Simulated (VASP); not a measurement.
# GaN (P6_3/mmc) in VASP: notebook

The runs below take GaN through single point, with PBE, LDA.

Everything below comes from runs of VASP 6.6.1. Logs are shortened: lines on timing, memory, paths and dates and some standing lists are left out, and cuts for length are marked.

### 1 The cell of the first run

Symmetry: P6_3/mmc, No. 194, hexagonal system. The conventional cell has a = 3.300 Å, b = 3.300 Å, c = 4.756 Å, α = 90.00°, β = 90.00°, γ = 120.00°. Within 2.5 Å of Ga (site symmetry -6m2) lie 5 N at 1.91 to 2.38 Å. Within 2.5 Å of N (site symmetry -6m2) lie 5 Ga at 1.91 to 2.38 Å.

### 2 Single point, PBE

INCAR reads:

```
  PREC = Accurate
  ENCUT = 520
  EDIFF = 1E-6
  ISMEAR = 0
  SIGMA = 0.01
  LREAL = F
  LASPH = T
  NELM = 80
  ALGO = Normal
  ISIF = 2
  LWAVE = F
  LCHARG = F
  GGA = PE
  NBANDS = 26
```

KPOINTS reads:

```
regular mesh
0
Gamma
  6 6 4
```

POSCAR reads:

```
GaN
1.0
    3.3000348257      0.0000000000      0.0000000000
   -1.6500174128      2.8579139924      0.0000000000
    0.0000000000      0.0000000000      4.7558746756
Ga N
2 2
Direct
    0.3333333333      0.6666666667      0.2500000000
    0.6666666667      0.3333333333      0.7500000000
    0.6666666667      0.3333333333      0.2500000000
    0.3333333333      0.6666666667      0.7500000000
```

Potentials or basis: VASP PAW PBE potentials, release 64 (Ga_d, N).

The run is started by

```bash
$ cat potpaw_PBE.64/Ga_d/POTCAR potpaw_PBE.64/N/POTCAR > POTCAR
$ mpirun -np 1 vasp_std > vasp.out
```

OUTCAR:

```text
PREC = Accurate
   ENCUT = 520
   EDIFF = 1E-6
   ISMEAR = 0
   LREAL = F
   LASPH = T
   NELM = 80
   ISIF = 2
   GGA = PE

 ion  position               nearest neighbor table
   1  0.333  0.667  0.250-   3 1.91   3 1.91   3 1.91
   2  0.667  0.333  0.750-   4 1.91   4 1.91   4 1.91
   3  0.667  0.333  0.250-   1 1.91   1 1.91   1 1.91
   4  0.333  0.667  0.750-   2 1.91   2 1.91   2 1.91

  LATTYP: Found a hexagonal cell.
 ALAT       =     3.3000348257
 C/A-ratio  =     1.4411589352

  Lattice vectors:

 A1 = (   3.3000348257,   0.0000000000,   0.0000000000)
 A2 = (  -1.6500174128,   2.8579139924,   0.0000000000)
 A3 = (   0.0000000000,   0.0000000000,   4.7558746756)

Analysis of symmetry for initial positions (statically):
=====================================================================
 Subroutine PRICEL returns:
 Original cell was already a primitive cell.

 Routine SETGRP: Setting up the symmetry group for a
 hexagonal supercell.

 Subroutine GETGRP returns: Found 24 space group operations
 (whereof 12 operations were pure point group operations)
 out of a pool of 24 trial point group operations.

The static configuration has the point symmetry D_3d.
 The point group associated with its full space group is D_6h.

Analysis of symmetry for dynamics (positions and initial velocities):
=====================================================================
 Subroutine PRICEL returns:
 Original cell was already a primitive cell.

 Routine SETGRP: Setting up the symmetry group for a
 hexagonal supercell.

 Subroutine GETGRP returns: Found 24 space group operations
 (whereof 12 operations were pure point group operations)
 out of a pool of 24 trial point group operations.

The dynamic configuration has the point symmetry D_3d.
 The point group associated with its full space group is D_6h.

 Subroutine INISYM returns: Found 24 space group operations
 (whereof 12 operations are pure point group operations),
 and found     1 'primitive' translations

----------------------------------------------------------------------------------------

                                     Primitive cell

  volume of cell :      44.8537

  direct lattice vectors                    reciprocal lattice vectors
     3.300034826  0.000000000  0.000000000     0.303027105  0.174952781  0.000000000
    -1.650017413  2.857913992  0.000000000     0.000000000  0.349905561  0.000000000
     0.000000000  0.000000000  4.755874676     0.000000000  0.000000000  0.210266264

  length of vectors
     3.300034826  3.300034826  4.755874676     0.349905561  0.349905561  0.210266264

  position of ions in fractional coordinates (direct lattice)
     0.333333333  0.666666667  0.250000000
     0.666666667  0.333333333  0.750000000
     0.666666667  0.333333333  0.250000000
     0.333333333  0.666666667  0.750000000

  ion indices of the primitive-cell ions
   primitive index   ion index
                 1           1
                 2           2
                 3           3
                 4           4

----------------------------------------------------------------------------------------

 KPOINTS: regular mesh

Automatic generation of k-mesh.
 Grid dimensions read from file:
 generate k-points for:    6    6    4

 Generating k-lattice:

  Cartesian coordinates                     Fractional coordinates (reciprocal lattice)
     0.050504518  0.029158797  0.000000000     0.166666667  0.000000000  0.000000000
     0.000000000  0.058317594  0.000000000     0.000000000  0.166666667  0.000000000
     0.000000000  0.000000000  0.052566566     0.000000000  0.000000000  0.250000000

  Length of vectors
     0.058317594  0.058317594  0.052566566

  Shift w.r.t. Gamma in fractional coordinates (k-lattice)
     0.000000000  0.000000000  0.000000000

 Subroutine IBZKPT returns following result:
 ===========================================

 Found     21 irreducible k-points:

 Following reciprocal coordinates:
            Coordinates               Weight
  0.000000  0.000000  0.000000      1.000000
  0.166667  0.000000  0.000000      6.000000
  0.333333  0.000000  0.000000      6.000000
  0.500000  0.000000  0.000000      3.000000
  0.166667  0.166667  0.000000      6.000000
  0.333333  0.166667  0.000000     12.000000
[... 13 lines left out ...]
  0.333333  0.166667  0.500000     12.000000
  0.333333  0.333333  0.500000      2.000000
   k-points           NKPTS =     21   k-points in BZ     NKDIM =     21   number of bands    NBANDS=     26
   number of dos      NEDOS =    301   number of ions     NIONS =      4
   total plane-waves  NPLWV =  28224
   dimension x,y,z NGX =    28 NGY =   28 NGZ =   36
   dimension x,y,z NGXF=    56 NGYF=   56 NGZF=   72
   ions per type =               2   2
   NGX,Y,Z   is equivalent  to a cutoff of  14.11, 14.11, 12.58 a.u.
   NGXF,Y,Z  is equivalent  to a cutoff of  28.21, 28.21, 25.17 a.u.
 SYSTEM =  unknown system
   PREC   = accura    normal or accurate (medium, high low for compatibility)
   ISTART =      0    job   : 0-new  1-cont  2-samecut
   ICHARG =      2    charge: 1-file 2-atom 10-const
   ISPIN  =      1    spin polarized calculation?
   LNONCOLLINEAR =      F non collinear calculations
   LSORBIT =      F    spin-orbit coupling
   LASPH  =      T    aspherical Exc in radial PAW
   ENCUT  =  520.0 eV  38.22 Ry    6.18 a.u.   6.14  6.14  8.84*2*pi/ulx,y,z
   NELM   =     80;   NELMIN=  2; NELMDL= -5     # of ELM steps
   EDIFF  = 0.1E-05   stopping-criterion for ELM
   LREAL  =      F    real-space projection
   EDIFFG = 0.1E-04   stopping-criterion for IOM
   NSW    =      0    number of steps for IOM
   IBRION =     -1    ionic relax: 0-MD 1-quasi-New 2-CG
   NFREE  =      0    steps in history (QN), initial steepest desc. (CG)
   ISIF   =      2    stress and relaxation
   ISYM   =      2    0-nonsym 1-usesym 2-fastsym
   POTIM  = 0.5000    time-step for ionic-motion
   TEBEG  =    0.0;   TEEND  =   0.0 temperature during run
   PSTRESS=    0.0 pullay stress
   NELECT =      36.0000    total number of electrons
   NUPDOWN=      -1.0000    fix difference up-down
   EMIN   =  10.00;   EMAX   =-10.00  energy-range for DOS
   EFERMI =   0.00;   METHOD = LEGACY
   ISMEAR =     0;   SIGMA  =   0.01  broadening in eV -4-tet -1-fermi 0-gaus
   EFERMI_NEDOS =   21; number of points for ismear=-14 and -15
   IALGO  =     38    algorithm
   IMIX   =      4    mixing-type and parameters
     AMIX     =   0.40;   BMIX     =  1.00
     AMIX_MAG =   1.60;   BMIX_MAG =  1.00
  volume/ion in A,a.u.               =      11.21        75.67
  Fermi-wavevector in a.u.,A,eV,Ry     =   1.521398  2.875026 31.492770  2.314653
  Thomas-Fermi vector in A             =   2.630119
   LORBIT       =      0    0 simple, 1 ext, 2 COOP (PROOUT), +10 PAW based schemes
   GGA     = PE    functional components
   LHFCALC =     F    Hartree Fock is set to
   AEXX    =    0.0000 exact exchange contribution
   IVDW    =     0    specifies the selected vdW correction
   LEPSILON=     F    determine dielectric tensor
   LRPA    =     F    only Hartree local field effects (RPA)
 non-spin polarized calculation
 Gauss-broadening in eV      SIGMA  =   0.01
  energy-cutoff  :      520.00
  volume of cell :       44.85
 maximum number of plane-waves:      1228
 NGX is ok and might be reduce to    28
   NGX = 13   NGY = 13   NGZ = 17

 number of electron      35.9999985 magnetization

 Free energy of the ion-electron system (eV)
  ---------------------------------------------------
  ext. energy  EPLUGINS =         0.00000000
  ---------------------------------------------------
  free energy    TOTEN  =       -23.35321258 eV

  energy without entropy =      -23.35321258  energy(sigma->0) =      -23.35321258

 E-fermi :   6.2462     XC(G=0): -11.8000

 val. band max:        6.1341748595   @ k =   0.0000   0.0000   0.0000
 cond. band min:       7.5956368163   @ k =   0.0000   0.0000   0.0000
 fundamental gap:      1.4614619569
 Fermi energy:         6.2461837794

 k-point     1 :       0.0000    0.0000    0.0000
  band No.  band energies     occupation
      1     -10.6001      2.00000
      2      -9.6674      2.00000
      3      -8.0572      2.00000
      4      -8.0572      2.00000
      5      -8.0485      2.00000
      6      -8.0485      2.00000
[... 18 lines left out ...]
     25      16.4841      0.00000
     26      18.6370      0.00000

 k-point     2 :       0.1667    0.0000    0.0000
  band No.  band energies     occupation
      1     -10.3361      2.00000
      2      -9.5796      2.00000
      3      -8.0524      2.00000
      4      -8.0146      2.00000
      5      -7.9963      2.00000
      6      -7.9882      2.00000
[... 18 lines left out ...]
     25      16.8493      0.00000
     26      17.3934      0.00000

 k-point     3 :       0.3333    0.0000    0.0000
  band No.  band energies     occupation
      1      -9.8143      2.00000
      2      -9.4448      2.00000
      3      -7.9813      2.00000
      4      -7.9555      2.00000
      5      -7.9200      2.00000
      6      -7.8855      2.00000
[... 18 lines left out ...]
     25      18.0912      0.00000
     26      18.5440      0.00000

 k-point     4 :       0.5000    0.0000    0.0000
  band No.  band energies     occupation
      1      -9.5859      2.00000
      2      -9.4058      2.00000
      3      -7.9880      2.00000
      4      -7.9340      2.00000
      5      -7.9328      2.00000
      6      -7.8444      2.00000
[... 18 lines left out ...]
     25      18.1093      0.00000
     26      19.0898      0.00000
[... 409 lines left out ...]
      1      -9.5252      2.00000
      2      -9.5252      2.00000
      3      -8.0212      2.00000
      4      -8.0212      2.00000
      5      -7.9539      2.00000
      6      -7.9539      2.00000
[... 18 lines left out ...]
     25      17.1595      0.00000
     26      17.1595      0.00000

 k-point    20 :       0.3333    0.1667    0.5000
  band No.  band energies     occupation
      1      -9.3349      2.00000
      2      -9.3349      2.00000
      3      -8.0343      2.00000
      4      -8.0343      2.00000
      5      -7.8869      2.00000
      6      -7.8869      2.00000
[... 18 lines left out ...]
     25      17.9910      0.00000
     26      17.9910      0.00000

 k-point    21 :       0.3333    0.3333    0.5000
  band No.  band energies     occupation
      1      -9.2747      2.00000
      2      -9.2747      2.00000
      3      -8.0474      2.00000
      4      -8.0474      2.00000
      5      -7.8587      2.00000
      6      -7.8587      2.00000
[... 18 lines left out ...]
     25      18.2355      0.00000
     26      18.2355      0.00000

------------------------ aborting loop because EDIFF is reached ----------------------------------------

  FORCE on cell =-STRESS in cart. coord.  units (eV):
  Direction    XX          YY          ZZ          XY          YZ          ZX
  --------------------------------------------------------------------------------------
  -------------------------------------------------------------------------------------
  Total        1.9658239      1.9658239      1.4237639      0.0000000     -0.0000000      0.0000000
  in kB       70.2193992     70.2193992     50.8569700      0.0000000     -0.0000000      0.0000000
  external PRESSURE =      63.7652562 kB  Pullay stress =       0.0000000 kB

 VOLUME and BASIS-vectors are now :
 -----------------------------------------------------------------------------
  energy-cutoff  :      520.00
  volume of cell :       44.85
      direct lattice vectors                 reciprocal lattice vectors
     3.300034826  0.000000000  0.000000000     0.303027105  0.174952781  0.000000000
    -1.650017413  2.857913992  0.000000000     0.000000000  0.349905561  0.000000000
     0.000000000  0.000000000  4.755874676     0.000000000  0.000000000  0.210266264

 POSITION                                       TOTAL-FORCE (eV/Angst)
 -----------------------------------------------------------------------------------
     -0.00000      1.90528      1.18897        -0.000000      0.000000     -0.000000
      1.65002      0.95264      3.56691         0.000000     -0.000000      0.000000
      1.65002      0.95264      1.18897         0.000000     -0.000000      0.000000
     -0.00000      1.90528      3.56691        -0.000000      0.000000      0.000000
 -----------------------------------------------------------------------------------
    total drift:                                0.000000      0.000000     -0.000000

  FREE ENERGIE OF THE ION-ELECTRON SYSTEM (eV)
  ---------------------------------------------------
  free  energy   TOTEN  =       -23.3532125757 eV

  energy  without entropy=      -23.3532125757  energy(sigma->0) =      -23.35321258
```

It took 42 s on 1 thread of Intel Xeon Platinum 8375C at 2.90GHz (Ice Lake), shared host; peak memory 0.17 GiB.

Results:

| Quantity | Value |
| --- | --- |
| Free energy | -23.3532 eV |
| Pressure | 6.4 GPa |
| Band gap on the k mesh | 1.46 eV |

Stress tensor (GPa, compression positive):
```
7.02 0.00 0.00
0.00 7.02 0.00
0.00 0.00 5.09
```

Caveat: the cell stands under pressure.

### 3 Single point, LDA

This run uses another cell than the first one, of 10.87 Å³/atom.

INCAR reads:

```
PREC     = Accurate       # precision mode
ENCUT    = 520            # plane-wave cutoff, eV
EDIFF    = 1E-6           # SCF threshold, eV
ISMEAR   = -1             # smearing method
SIGMA    = 0.02           # smearing width, eV
LREAL    = False          # projectors in reciprocal space
LASPH    = True           # aspherical terms in the spheres
NELM     = 100            # most SCF steps
ALGO     = Normal         # electronic algorithm
ISIF     = 2              # what is computed and relaxed
LWAVE    = False          # write WAVECAR
LCHARG   = False          # write CHGCAR
NBANDS   = 26             # bands
```

KPOINTS reads:

```
Automatic mesh
0
Gamma
  12 12 6
```

POSCAR reads:

```
GaN
1.0
    3.2759370727      0.0000000000      0.0000000000
   -1.6379685364      2.8370447262      0.0000000000
    0.0000000000      0.0000000000      4.6798279389
Ga N
2 2
Direct
    0.3333333333      0.6666666667      0.2500000000
    0.6666666667      0.3333333333      0.7500000000
    0.6666666667      0.3333333333      0.2500000000
    0.3333333333      0.6666666667      0.7500000000
```

Potentials or basis: VASP PAW LDA potentials, release 64 (Ga_d, N).

The run is started by

```bash
$ cat potpaw_LDA.64/Ga_d/POTCAR potpaw_LDA.64/N/POTCAR > POTCAR
$ mpirun -np 1 vasp_std > vasp.out
```

It took 89 s on 1 thread of Intel Xeon Platinum 8375C at 2.90GHz (Ice Lake), shared host; peak memory 0.19 GiB.

The run converged. Its results:

```
Free energy            : -26.9390 eV
Pressure               : 1.2 GPa
Band gap on the k mesh : 1.72 eV
```

Stress tensor (GPa, compression positive):
```
1.52 0.00 0.00
0.00 1.52 0.00
0.00 0.00 0.49
```

Levels at points of the mesh, in eV from the valence-band top:
| k point | band 15 | band 16 | band 17 | band 18 | band 19 | band 20 | band 21 | band 22 |
| --- | --- | --- | --- | --- | --- | --- | --- | --- |
| (0.00, 0.00, 0.00) | -2.17 | -0.91 | -0.91 | 0.00 | 1.72 | 2.08 | 8.22 | 8.22 |
| (0.50, 0.00, 0.00) | -4.18 | -4.17 | -2.18 | -2.07 | 3.19 | 5.20 | 6.63 | 8.16 |
| (0.00, 0.00, 0.50) | -1.53 | -1.53 | -1.53 | -1.53 | 3.72 | 3.72 | 7.92 | 7.92 |
| (0.50, 0.00, 0.50) | -3.24 | -3.24 | -1.18 | -1.18 | 4.37 | 4.37 | 6.31 | 6.31 |

### 4 Single point, PBE

INCAR reads:

```
SYSTEM = GaN
ALGO = Normal
EDIFF = 1E-7
ENCUT = 520
GGA = PE
ISIF = 2
ISMEAR = -1
LASPH = .TRUE.
LCHARG = .FALSE.
LREAL = .FALSE.
LWAVE = .FALSE.
NBANDS = 26
NELM = 100
PREC = Accurate
SIGMA = 0.02
```

KPOINTS reads:

```
k-points
0
G
  12 12 6
  0 0 0
```

POSCAR reads:

```
GaN
1.0
    3.3000348257      0.0000000000      0.0000000000
   -1.6500174128      2.8579139924      0.0000000000
    0.0000000000      0.0000000000      4.7558746756
Ga N
2 2
Direct
    0.3333333333      0.6666666667      0.2500000000
    0.6666666667      0.3333333333      0.7500000000
    0.6666666667      0.3333333333      0.2500000000
    0.3333333333      0.6666666667      0.7500000000
```

Potentials or basis: VASP PAW PBE potentials, release 64 (Ga_d, N).

The run is started by

```bash
$ cat potpaw_PBE.64/Ga_d/POTCAR potpaw_PBE.64/N/POTCAR > POTCAR
$ mpirun -np 1 vasp_std > vasp.out
```

Run time: 2 min. Hardware: 1 thread of Intel Xeon Platinum 8375C at 2.90GHz (Ice Lake), shared host; peak memory 0.22 GiB.

It converged, with:

```yaml
Free_energy: -23.3562 eV
Pressure: 6.4 GPa
Band_gap_on_the_k_mesh: 1.46 eV
```

Stress tensor (GPa, compression positive):
```
7.04 0.00 0.00
0.00 7.04 0.00
0.00 0.00 5.16
```

Levels at points of the mesh, in eV from the valence-band top:
```tsv
k point	band 15	band 16	band 17	band 18	band 19	band 20	band 21	band 22
(0.00, 0.00, 0.00)	-2.11	-0.93	-0.93	0.00	1.46	2.05	8.31	8.31
(0.50, 0.00, 0.00)	-4.02	-3.98	-2.17	-1.95	3.31	5.02	6.64	8.10
(0.00, 0.00, 0.50)	-1.51	-1.51	-1.51	-1.51	3.56	3.56	7.88	7.88
(0.50, 0.00, 0.50)	-3.15	-3.15	-1.18	-1.18	4.33	4.33	6.29	6.29
```

Caveat: the cell stands under pressure.

### 5 Overview

```csv
level,potentials or basis,cell,k mesh,smearing,gap on the mesh (eV),pressure (GPa)
PBE,"VASP PAW PBE potentials, release 64 (Ga_d, N)","a = 3.300, b = 3.300, c = 4.756 Å, angles 90.0, 90.0, 120.0°, 4 atoms",6 × 6 × 4,gaussian 0.01 eV,1.46,6.4
LDA,"VASP PAW LDA potentials, release 64 (Ga_d, N)","a = 3.276, b = 3.276, c = 4.680 Å, angles 90.0, 90.0, 120.0°, 4 atoms",12 × 12 × 6,fermi-dirac 0.02 eV,1.72,1.2
PBE,"VASP PAW PBE potentials, release 64 (Ga_d, N)","a = 3.300, b = 3.300, c = 4.756 Å, angles 90.0, 90.0, 120.0°, 4 atoms",12 × 12 × 6,fermi-dirac 0.02 eV,1.46,6.4
```

Alike in all rows: task single point; no spin polarisation; cutoff (eV) 520.

Caveats: the cell stands under pressure (at least some runs).

Total energies depend on the potentials used, so only differences within one code and one set of settings carry meaning.
